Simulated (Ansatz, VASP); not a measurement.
## Two plane-wave programs on Li7Si

```
Li Si
1.0
    -2.88624    2.88624    2.88624
     2.88624   -2.88624    2.88624
     2.88624    2.88624   -2.88624
Li Si
7 1
Direct
  0.00000 0.50000 0.50000
  0.50000 0.50000 0.00000
  0.50000 0.00000 0.50000
  0.00000 0.00000 0.50000
  0.00000 0.50000 0.00000
  0.50000 0.00000 0.00000
  0.50000 0.50000 0.50000
  0.00000 0.00000 0.00000
```

Change from the starting cell: species swapped into the Fe7Co type (Im-3m, No. 229).

Alike in both runs: task relaxation of cell and atoms; functional PBE; k mesh 4 × 4 × 4; occupations gaussian, width 0.1 eV; no spin polarisation.

|  | VASP | Ansatz |
| --- | --- | --- |
| version | VASP 6.6.1 | Ansatz 0.2.0 |
| potentials or method | VASP PAW PBE potentials, release 64 (Li_sv, Si), cutoff 600 eV | scalar-relativistic, plane waves, PAW |
| valence electrons in the cell | 25 | 25 |

```csv
,VASP,Ansatz,Ansatz less VASP
"gap on the k mesh at the Fermi level, each at its own relaxed structure (eV)",none,none,-
relaxed volume (Å³/atom),16.23,16.30,+0.065
relaxed cell length with the largest relative difference (Å),5.526,5.533,+0.0074
```

A gap of «none» marks a metal or a gap that the smearing closes.

The k mesh is coarse, so the values compare programs but aren't converged. Noted on VASP's run: the cutoff is short for stress, so the pressure is rough; the volume moved by over 15 % at a fixed basis, so the end points are rough.
